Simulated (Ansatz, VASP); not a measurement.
# CO2 in VASP and in Ansatz

The input INCAR:

```
SYSTEM = CO2
PREC = Accurate
ENCUT = 520
EDIFF = 1E-6
ISMEAR = 0
SIGMA = 0.05
LREAL = .False.
LASPH = .True.
NELM = 100
ALGO = Normal
ISIF = 2
LWAVE = .False.
LCHARG = .False.
GGA = PE
NBANDS = 44
```

KPOINTS

```
Automatic mesh
0
Gamma
  4 4 4
  0 0 0
```

The input POSCAR:

```
CO2
1.0
    5.8027622758      0.0000000000      0.0000000000
    0.0000000000      5.8027622758      0.0000000000
    0.0000000000      0.0000000000      6.3905820944
C O
4 8
Direct
    0.0000000000      0.0000000000      0.0000000000
    0.5000000000      0.0000000000      0.5000000000
    0.5000000000      0.5000000000      0.0000000000
    0.0000000000      0.5000000000      0.5000000000
    0.1114834447      0.1114834447      0.1114834447
    0.3885165553      0.8885165553      0.6114834447
    0.6114834447      0.3885165553      0.8885165553
    0.8885165553      0.6114834447      0.3885165553
    0.8885165553      0.8885165553      0.8885165553
    0.6114834447      0.1114834447      0.3885165553
    0.3885165553      0.6114834447      0.1114834447
    0.1114834447      0.3885165553      0.6114834447
```

Input for Ansatz:

```yaml
crystal:
  lattice:
    - [5.8027622758, 0.0, 0.0]
    - [0.0, 5.8027622758, 0.0]
    - [0.0, 0.0, 6.3905820944]
  atoms:
    - { symbol: C, position: [0.0, 0.0, 0.0] }
    - { symbol: C, position: [0.5, 0.0, 0.5] }
    - { symbol: C, position: [0.5, 0.5, 0.0] }
    - { symbol: C, position: [0.0, 0.5, 0.5] }
    - { symbol: O, position: [0.1114834447, 0.1114834447, 0.1114834447] }
    - { symbol: O, position: [0.3885165553, 0.8885165553, 0.6114834447] }
    - { symbol: O, position: [0.6114834447, 0.3885165553, 0.8885165553] }
    - { symbol: O, position: [0.8885165553, 0.6114834447, 0.3885165553] }
    - { symbol: O, position: [0.8885165553, 0.8885165553, 0.8885165553] }
    - { symbol: O, position: [0.6114834447, 0.1114834447, 0.3885165553] }
    - { symbol: O, position: [0.3885165553, 0.6114834447, 0.1114834447] }
    - { symbol: O, position: [0.1114834447, 0.3885165553, 0.6114834447] }
basis:
  ecutwfc: 520.0
kpoints:
  mp_grid: { grid: [4, 4, 4] }
hamiltonian:
  xc: pbe
scf:
  occupations: { method: gaussian, width: 0.05 }
output:
  forces: true
  stress: true
  eigenvalues: true
```

Alike in both runs: task single point; functional PBE; k mesh 4 × 4 × 4; occupations gaussian, width 0.05 eV; no spin polarisation.

|  | VASP | Ansatz |
| --- | --- | --- |
| version | VASP 6.6.1 | Ansatz 0.2.0 |
| potentials or method | VASP PAW PBE potentials, release 64 (C, O), cutoff 520 eV | scalar-relativistic, plane waves, PAW |
| valence electrons in the cell | 64 | 64 |

Ansatz gave:

- gap on the k mesh at the Fermi level (eV): 6.66
- least direct gap on the mesh (eV): 6.66
- pressure (GPa): 2.6
- traceless stress, the component that is largest in VASP (GPa): 0.08
- rms of the force components (eV/Å): 0.501

Task: Estimate VASP's values.

Result: gap on the k mesh at the Fermi level (eV): 6.64; least direct gap on the mesh (eV): 6.64; pressure (GPa): 3.9; traceless stress, the component that is largest in VASP (GPa): 0.28; rms of the force components (eV/Å): 0.824.

Atom by atom the forces differ by 0.323 eV/Å (rms over components).

Noted on VASP's run: the standard files for N, O and F lose accuracy on very short bonds.
